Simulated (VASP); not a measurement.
Wanted: the native input for a VASP 6.6.1 run.

```
Task                   : single point
Functional             : PBE
Potentials or basis    : VASP PAW PBE potentials, release 64 (Mg, O)
Cutoff                 : 520 eV
k mesh                 : 10 × 10 × 10
Occupations            : gaussian, width 0.05 eV
Spin                   : no spin polarisation
Dipole correction      : no
Further INCAR settings : ALGO = Normal; EDIFF = 1e-06; NBANDS = 11
```

The structure of MgO lies in POSCAR:

```
MgO
1.0
    0.5184473295      2.4152058519      2.4152058519
    2.4152058519      0.5184473295      2.4152058519
    2.4152058519      2.4152058519      0.5184473295
Mg O
1 1
Direct
    0.0000000000      0.0000000000      0.0000000000
    0.5000000000      0.5000000000      0.5000000000
```

This cell differs from its parent crystal: ratio of the length along [111] to the lengths across it x 1.41, volume and fractional coordinates fixed.

One way to write it, as run:

INCAR

```
SYSTEM = MgO
PREC     = Accurate       ! precision mode
ENCUT    = 520            ! plane-wave cutoff, eV
EDIFF    = 1E-6           ! SCF threshold, eV
ISMEAR   = 0              ! smearing method
SIGMA    = 0.05           ! smearing width, eV
LREAL    = .FALSE.        ! projectors in reciprocal space
LASPH    = .TRUE.         ! aspherical terms in the spheres
NELM     = 100            ! most SCF steps
ALGO     = Normal         ! electronic algorithm
ISIF     = 2              ! what is computed and relaxed
LWAVE    = .FALSE.        ! write WAVECAR
LCHARG   = .FALSE.        ! write CHGCAR
GGA      = PE             ! functional
NBANDS   = 11             ! bands
```

KPOINTS

```
Automatic mesh
0
G
  10 10 10
  0 0 0
```

Potentials or basis: VASP PAW PBE potentials, release 64 (Mg, O).

Launch:

```console
$ cat potpaw_PBE.64/Mg/POTCAR potpaw_PBE.64/O/POTCAR > POTCAR
$ mpirun -np 1 vasp_std > vasp.out
```

Results of the run:

- Pressure: 4.2 GPa
- Band gap on the k mesh: 0.30 eV, direct

Wall time 25 s on 1 thread of AMD EPYC 9R14 (Zen 4) (shared host), peak memory 0.14 GiB.
